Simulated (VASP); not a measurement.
# AgI (P6_3mc) in VASP: further runs, part 2 of 2

VASP 6.6.1.

### 4 Single point, PBEsol (in-plane strain -0.02)

The input, INCAR:

```
SYSTEM = AgI
PREC = Accurate
ENCUT = 500
EDIFF = 1E-6
ISMEAR = 0
SIGMA = 0.01
LREAL = .FALSE.
LASPH = .TRUE.
NELM = 120
ALGO = Normal
ISIF = 2
LWAVE = .FALSE.
LCHARG = .FALSE.
GGA = PS
NBANDS = 26
GGA_COMPAT = .FALSE.
```

The input, KPOINTS:

```
Automatic mesh
0
G
  6 6 4
  0 0 0
```

The input, POSCAR:

```
AgI
1.0
    4.4679124321      0.0000000000      0.0000000000
   -2.2339562160      3.8693256680      0.0000000000
    0.0000000000      0.0000000000      7.5433981664
Ag I
2 2
Direct
    0.6666666667      0.3333333333      0.6275530660
    0.3333333333      0.6666666667      0.1275530660
    0.6666666667      0.3333333333      0.0024469340
    0.3333333333      0.6666666667      0.5024469340
```

Potentials or basis: VASP PAW PBE potentials, release 64 (Ag, I).

Command:

```bash
> cat potpaw_PBE.64/Ag/POTCAR potpaw_PBE.64/I/POTCAR > POTCAR
> mpirun -np 1 vasp_std > vasp.out
```

OUTCAR:

```text
SYSTEM = AgI
   PREC = Accurate
   ENCUT = 500
   EDIFF = 1E-6
   ISMEAR = 0
   LREAL = .FALSE.
   LASPH = .TRUE.
   NELM = 120
   ISIF = 2
   GGA = PS

 ion  position               nearest neighbor table
   1  0.667  0.333  0.628-   4 2.75   4 2.75   4 2.75   3 2.83
   2  0.333  0.667  0.128-   3 2.75   3 2.75   3 2.75   4 2.83
   3  0.667  0.333  0.002-   2 2.75   2 2.75   2 2.75   1 2.83
   4  0.333  0.667  0.502-   1 2.75   1 2.75   1 2.75   2 2.83

  LATTYP: Found a hexagonal cell.
 ALAT       =     4.4679124321
 C/A-ratio  =     1.6883495997

  Lattice vectors:

 A1 = (   4.4679124321,   0.0000000000,   0.0000000000)
 A2 = (  -2.2339562160,   3.8693256680,   0.0000000000)
 A3 = (   0.0000000000,   0.0000000000,   7.5433981664)

Analysis of symmetry for initial positions (statically):
=====================================================================
 Subroutine PRICEL returns:
 Original cell was already a primitive cell.

 Routine SETGRP: Setting up the symmetry group for a
 hexagonal supercell.

 Subroutine GETGRP returns: Found 12 space group operations
 (whereof  6 operations were pure point group operations)
 out of a pool of 24 trial point group operations.

The static configuration has the point symmetry C_3v.
 The point group associated with its full space group is C_6v.

Analysis of symmetry for dynamics (positions and initial velocities):
=====================================================================
 Subroutine PRICEL returns:
 Original cell was already a primitive cell.

 Routine SETGRP: Setting up the symmetry group for a
 hexagonal supercell.

 Subroutine GETGRP returns: Found 12 space group operations
 (whereof  6 operations were pure point group operations)
 out of a pool of 24 trial point group operations.

The dynamic configuration has the point symmetry C_3v.
 The point group associated with its full space group is C_6v.

 Subroutine INISYM returns: Found 12 space group operations
[... 116 lines left out ...]
     AMIX     =   0.40;   BMIX     =  1.00
     AMIX_MAG =   1.60;   BMIX_MAG =  1.00
  volume/ion in A,a.u.               =      32.60       220.01
  Fermi-wavevector in a.u.,A,eV,Ry     =   1.065958  2.014368 15.459838  1.136266
  Thomas-Fermi vector in A             =   2.201526
   LORBIT       =      0    0 simple, 1 ext, 2 COOP (PROOUT), +10 PAW based schemes
   GGA     = PS    functional components
   LHFCALC =     F    Hartree Fock is set to
   AEXX    =    0.0000 exact exchange contribution
   IVDW    =     0    specifies the selected vdW correction
   LEPSILON=     F    determine dielectric tensor
   LRPA    =     F    only Hartree local field effects (RPA)
 non-spin polarized calculation
 Gauss-broadening in eV      SIGMA  =   0.01
  energy-cutoff  :      500.00
  volume of cell :      130.41
 maximum number of plane-waves:      3330
 NGX is ok and might be reduce to    36
   NGX = 17   NGY = 17   NGZ = 27

 number of electron      35.9999999 magnetization

 Free energy of the ion-electron system (eV)
  ---------------------------------------------------
  ext. energy  EPLUGINS =         0.00000000
  ---------------------------------------------------
  free energy    TOTEN  =       -10.87944919 eV

  energy without entropy =      -10.87944919  energy(sigma->0) =      -10.87944919

 E-fermi :   3.6912     XC(G=0):  -8.8627

 val. band max:        3.6097701676   @ k =   0.0000   0.0000   0.0000
 cond. band min:       4.7995758156   @ k =   0.0000   0.0000   0.0000
 fundamental gap:      1.1898056480
 Fermi energy:         3.6912464785

 k-point     1 :       0.0000    0.0000    0.0000
  band No.  band energies     occupation
      1      -9.5646      2.00000
      2      -9.2557      2.00000
      3      -0.9754      2.00000
      4      -0.9754      2.00000
      5      -0.9388      2.00000
      6      -0.9359      2.00000
[... 598 lines left out ...]
     25      11.6872      0.00000
     26      11.6872      0.00000

------------------------ aborting loop because EDIFF is reached ----------------------------------------

  FORCE on cell =-STRESS in cart. coord.  units (eV):
  Direction    XX          YY          ZZ          XY          YZ          ZX
  --------------------------------------------------------------------------------------
  -------------------------------------------------------------------------------------
  Total        1.4113029      1.4113029     -0.1774237      0.0000000      0.0000000      0.0000000
  in kB       17.3389926     17.3389926     -2.1797924      0.0000000      0.0000000      0.0000000
  external PRESSURE =      10.8327309 kB  Pullay stress =       0.0000000 kB

 VOLUME and BASIS-vectors are now :
 -----------------------------------------------------------------------------
  energy-cutoff  :      500.00
  volume of cell :      130.41
      direct lattice vectors                 reciprocal lattice vectors
     4.467912432  0.000000000  0.000000000     0.223818174  0.129221483  0.000000000
    -2.233956216  3.869325668  0.000000000     0.000000000  0.258442965  0.000000000
     0.000000000  0.000000000  7.543398166     0.000000000  0.000000000  0.132566249

 POSITION                                       TOTAL-FORCE (eV/Angst)
 -----------------------------------------------------------------------------------
      2.23396      1.28978      4.73388         0.000000     -0.000000      0.175546
     -0.00000      2.57955      0.96218        -0.000000      0.000000      0.175546
      2.23396      1.28978      0.01846        -0.000000      0.000000     -0.175546
     -0.00000      2.57955      3.79016        -0.000000      0.000000     -0.175546
 -----------------------------------------------------------------------------------
    total drift:                               -0.000000      0.000000      0.000358

  FREE ENERGIE OF THE ION-ELECTRON SYSTEM (eV)
  ---------------------------------------------------
  free  energy   TOTEN  =       -10.8794491870 eV

  energy  without entropy=      -10.8794491870  energy(sigma->0) =      -10.87944919
```

OSZICAR:

```text
N       E                     dE             d eps       ncg     rms          rms(c)
DAV:   1     0.200390046757E+03    0.20039E+03   -0.15637E+04  1092   0.117E+03
DAV:   2    -0.140534426998E+01   -0.20180E+03   -0.19504E+03  1218   0.237E+02
DAV:   3    -0.109846283574E+02   -0.95793E+01   -0.95145E+01  1336   0.511E+01
DAV:   4    -0.111552380449E+02   -0.17061E+00   -0.17052E+00  1374   0.666E+00
DAV:   5    -0.111566602520E+02   -0.14222E-02   -0.14221E-02  1298   0.645E-01    0.840E+00
DAV:   6    -0.108835509603E+02    0.27311E+00   -0.10462E+00  1126   0.108E+01    0.614E+00
DAV:   7    -0.108817390846E+02    0.18119E-02   -0.15921E-01  1128   0.180E+00    0.246E+00
DAV:   8    -0.108792777537E+02    0.24613E-02   -0.75460E-03  1194   0.770E-01    0.374E-01
DAV:   9    -0.108793442094E+02   -0.66456E-04   -0.19900E-03  1214   0.417E-01    0.667E-02
DAV:  10    -0.108794016741E+02   -0.57465E-04   -0.81759E-05  1216   0.818E-02    0.306E-02
DAV:  11    -0.108794483588E+02   -0.46685E-04   -0.65917E-05  1124   0.527E-02    0.229E-02
DAV:  12    -0.108794476098E+02    0.74903E-06   -0.13433E-05  1270   0.407E-02    0.651E-03
DAV:  13    -0.108794494352E+02   -0.18254E-05   -0.45090E-06  1126   0.122E-02    0.846E-03
DAV:  14    -0.108794491870E+02    0.24816E-06   -0.45666E-07   752   0.427E-03
   1 F= -.10879449E+02 E0= -.10879449E+02  d E =-.115846E-32
```

Wall time 42 s (1 thread of Oxide Virtual Turin-like, shared host); peak memory 0.24 GiB.

Results:

```
Free energy            : -10.8794 eV
Pressure               : 1.1 GPa
Largest force          : 0.176 eV/Å
Band gap on the k mesh : 1.19 eV
```

Forces in eV/Å, atoms in the order of the input:
```
Ag   0.000  0.000  0.176
Ag   0.000  0.000  0.176
I    0.000  0.000 -0.176
I    0.000  0.000 -0.176
```

Stress tensor (GPa, compression positive):
```
 1.73  0.00  0.00
 0.00  1.73  0.00
 0.00  0.00 -0.22
```

Caveat: the cell differs from its parent crystal (in-plane strain -0.02); the PAW data sets were made with another functional, which shifts forces and pressure a little; spin-orbit coupling is left out, which moves the levels of the heavy elements.

### 5 Single point, PBEsol (in-plane strain -0.02, then relaxed in part)

The input, INCAR:

```
ALGO = Normal
EDIFF = 1E-6
ENCUT = 500
GGA = PS
GGA_COMPAT = F
ISIF = 2
ISMEAR = 0
LASPH = T
LCHARG = F
LREAL = F
LWAVE = F
NBANDS = 26
NELM = 120
PREC = Accurate
SIGMA = 0.01
```

The input, KPOINTS:

```
k-points
0
Gamma
  6 6 4
```

The input, POSCAR:

```
AgI
1.0
    4.4679124321      0.0000000000      0.0000000000
   -2.2339562160      3.8693256680      0.0000000000
    0.0000000000      0.0000000000      7.6276856473
Ag I
2 2
Direct
    0.6666666667      0.3333333333      0.6334396915
    0.3333333333      0.6666666667      0.1334396915
    0.6666666667      0.3333333333     -0.0034396915
    0.3333333333      0.6666666667      0.4965603085
```

Command:

```bash
> cat potpaw_PBE.64/Ag/POTCAR potpaw_PBE.64/I/POTCAR > POTCAR
> mpirun -np 1 vasp_std > vasp.out
```

Run time: 45 s. Hardware: 1 thread of Oxide Virtual Turin-like, shared host; peak memory 0.24 GiB.

Results (log left out):

```yaml
Free_energy: -10.8946 eV
Pressure: 0.5 GPa
Band_gap_on_the_k_mesh: 1.19 eV
```

Stress tensor (GPa, compression positive):
```
 0.77  0.00  0.00
 0.00  0.77  0.00
 0.00  0.00 -0.05
```

Levels at points of the mesh, in eV from the valence-band top:
```
           k point  band 16  band 17  band 18  band 19  band 20  band 21
(0.00, 0.00, 0.00)    -0.12     0.00     0.00     1.19     2.76     5.44
(0.50, 0.00, 0.00)    -1.87    -1.24    -0.70     3.18     3.58     4.50
(0.00, 0.00, 0.50)    -0.40    -0.40    -0.40     2.63     2.63     5.45
(0.50, 0.00, 0.50)    -1.46    -1.28    -1.28     3.00     3.00     4.76
```

Caveat: the cell differs from its parent crystal (in-plane strain -0.02, then relaxed in part); the PAW data sets were made with another functional, which shifts forces and pressure a little; spin-orbit coupling is left out, which moves the levels of the heavy elements.

### 6 Single point, PBEsol (in-plane strain -0.01)

The input, INCAR:

```
SYSTEM = AgI
ALGO = Normal ; EDIFF = 1E-6
ENCUT = 500 ; GGA = PS
GGA_COMPAT = .FALSE. ; ISIF = 2
ISMEAR = 0 ; LASPH = .TRUE.
LCHARG = .FALSE. ; LREAL = .FALSE.
LWAVE = .FALSE. ; NBANDS = 26
NELM = 120 ; PREC = Accurate
SIGMA = 0.01
```

The input, KPOINTS:

```
k-points
0
G
  6 6 4
  0 0 0
```

The input, POSCAR:

```
AgI
1.0
    4.5135033752      0.0000000000      0.0000000000
   -2.2567516876      3.9088085830      0.0000000000
    0.0000000000      0.0000000000      7.4986744619
Ag I
2 2
Direct
    0.6666666667      0.3333333333      0.6275530660
    0.3333333333      0.6666666667      0.1275530660
    0.6666666667      0.3333333333      0.0024469340
    0.3333333333      0.6666666667      0.5024469340
```

Potentials or basis: VASP PAW PBE potentials, release 64 (Ag, I).

Command:

```bash
> cat potpaw_PBE.64/Ag/POTCAR potpaw_PBE.64/I/POTCAR > POTCAR
> mpirun -np 1 vasp_std > vasp.out
```

Wall time 64 s (1 thread of Oxide Virtual Turin-like, shared host); peak memory 0.24 GiB.

It converged, with:

```yaml
Free_energy: -10.9015 eV
Pressure: 0.5 GPa
Largest_force: 0.084 eV/Å
Band_gap_on_the_k_mesh: 1.21 eV
```

Forces in eV/Å, atoms in the order of the input:
```
Ag   0.000  0.000  0.084
Ag   0.000  0.000  0.084
I    0.000  0.000 -0.084
I    0.000  0.000 -0.084
```

Stress tensor (GPa, compression positive):
```
 0.80  0.00  0.00
 0.00  0.80  0.00
 0.00  0.00 -0.15
```

Levels at points of the mesh, in eV from the valence-band top:
```
           k point  band 16  band 17  band 18  band 19  band 20  band 21
(0.00, 0.00, 0.00)    -0.13     0.00     0.00     1.21     2.54     5.61
(0.50, 0.00, 0.00)    -1.90    -1.17    -0.80     3.21     3.47     4.59
(0.00, 0.00, 0.50)    -0.38    -0.38    -0.38     2.55     2.55     5.45
(0.50, 0.00, 0.50)    -1.39    -1.34    -1.34     3.08     3.08     4.69
```

Caveat: the cell differs from its parent crystal (in-plane strain -0.01); the PAW data sets were made with another functional, which shifts forces and pressure a little; spin-orbit coupling is left out, which moves the levels of the heavy elements.

### 7 Summary

```csv
spin,cell,gap on the mesh (eV),pressure (GPa),moment (μB),largest force (eV/Å)
"non-collinear, zero start, SOC","a = 4.605, b = 4.605, c = 7.367 Å, angles 90.0, 90.0, 120.0°, 4 atoms, atomic positions A",-,-0.3,0.00,-
"non-collinear, zero start, SOC","a = 4.650, b = 4.650, c = 7.283 Å, angles 90.0, 90.0, 120.0°, 4 atoms, atomic positions B",-,-0.6,0.00,-
off,"a = 4.468, b = 4.468, c = 7.543 Å, angles 90.0, 90.0, 120.0°, 4 atoms, atomic positions C",1.19,1.1,-,0.18
off,"a = 4.468, b = 4.468, c = 7.628 Å, angles 90.0, 90.0, 120.0°, 4 atoms, atomic positions D",1.19,0.5,-,-
off,"a = 4.514, b = 4.514, c = 7.499 Å, angles 90.0, 90.0, 120.0°, 4 atoms, atomic positions C",1.21,0.5,-,0.08
```

Alike in all rows: task single point; level PBEsol; potentials or basis VASP PAW PBE potentials, release 64 (Ag, I); k mesh 6 × 6 × 4; cutoff (eV) 500; smearing gaussian 0.01 eV.

Caveats: the PAW data sets were made with another functional, which shifts forces and pressure a little; spin-orbit coupling is left out, which moves the levels of the heavy elements (at least some runs).

Absolute energies hang on the potentials; compare differences alone.
